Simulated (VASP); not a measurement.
Write the native input for VASP 6.6.1 that does the following.

```
Task                   : single point
Functional             : PBE
Potentials or basis    : VASP PAW PBE potentials, release 64 (Ni, Fe)
Cutoff                 : 520 eV
k mesh                 : 7 × 7 × 7
Occupations            : fermi-dirac, width 0.05 eV
Spin                   : collinear spin, ferromagnetic start
Starting moments       : [1.0, 1.0, 1.0, 1.0, 3.0, 3.0] μB
Dipole correction      : no
Further INCAR settings : ALGO = Normal; EDIFF = 1e-07; NBANDS = 41
```

The structure of FeNi2 lies in POSCAR:

```
FeNi2
1.0
    0.0000000000      3.2750790000      3.2750790000
    3.2750790000      0.0000000000      3.2750790000
    3.2750790000      3.2750790000      0.0000000000
Ni Fe
4 2
Direct
    0.6250000000      0.6250000000      0.6250000000
    0.1250000000      0.6250000000      0.6250000000
    0.6250000000      0.1250000000      0.6250000000
    0.6250000000      0.6250000000      0.1250000000
    0.0000000000      0.0000000000      0.0000000000
    0.2500000000      0.2500000000      0.2500000000
```

The input as run:

INCAR

```
SYSTEM = FeNi2
PREC = Accurate
ENCUT = 520
EDIFF = 1E-7
ISMEAR = -1
SIGMA = 0.05
LREAL = .False.
LASPH = .True.
NELM = 150
ALGO = Normal
ISIF = 2
LWAVE = .False.
LCHARG = .False.
ISPIN = 2
MAGMOM = 1 1 1 1 3 3
LORBIT = 11
LMAXMIX = 4
GGA = PE
NBANDS = 41
```

KPOINTS

```
Automatic mesh
0
Gamma
  7 7 7
  0 0 0
```

Potentials or basis: VASP PAW PBE potentials, release 64 (Ni, Fe).

Command:

```sh
$ cat potpaw_PBE.64/Ni/POTCAR potpaw_PBE.64/Fe/POTCAR > POTCAR
$ mpirun -np 1 vasp_std > vasp.out
```

It gave:

```json
{
  "Pressure": "-0.2 GPa",
  "Net moment": "7.89 μB per cell",
  "Site moments": "Ni +0.53; Fe +2.92 μB",
  "Valence electrons inside the program's atomic spheres": "Ni 9.45; Fe 6.83"
}
```

It took 4.7 min on 1 thread of Oxide Virtual Turin-like Processor, with other jobs on the host, peak memory 0.25 GiB.
